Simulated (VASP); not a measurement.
Write the native input for VASP 6.6.1 that does the following.

* Task: electric field gradients
* Functional: PBE
* Potentials or basis: VASP PAW PBE potentials, release 64 (Ir)
* Cutoff: 520 eV
* k mesh: 15 × 15 × 15
* Occupations: fermi-dirac, width 0.05 eV
* Spin: no spin polarisation
* Dipole correction: no
* Further INCAR settings: ALGO = Normal; EDIFF = 1e-08; NBANDS = 10

The structure of Ir lies in POSCAR:

```
Ir
1.0
    0.0000000000      1.8805114529      1.8805114529
    1.8805114529      0.0000000000      1.8805114529
    1.8805114529      1.8805114529      0.0000000000
Ir
1
Direct
    0.0000000000      0.0000000000      0.0000000000
```

This cell differs from its parent crystal: volume scaled by 0.94.

The input as run:

INCAR

```
PREC = Accurate
ENCUT = 520
EDIFF = 1E-8
ISMEAR = -1
SIGMA = 0.05
LREAL = False
LASPH = True
NELM = 100
ALGO = Normal
ISIF = 2
LWAVE = False
LCHARG = False
GGA = PE
LEFG = True
NBANDS = 10
```

KPOINTS

```
Automatic mesh
0
Gamma
  15 15 15
```

Potentials or basis: VASP PAW PBE potentials, release 64 (Ir).

Launch:

```sh
$ cat potpaw_PBE.64/Ir/POTCAR > POTCAR
$ mpirun -np 1 vasp_std > vasp.out
```

It gave:

- Pressure: 38.2 GPa

Caveat: without QUAD_EFG the Cq values of the log hold for a quadrupole moment of 1 mb, not for the nuclei.

Wall time 11 s on 1 thread of AMD EPYC 9R14 (Zen 4), with other jobs on the host, peak memory 0.11 GiB.
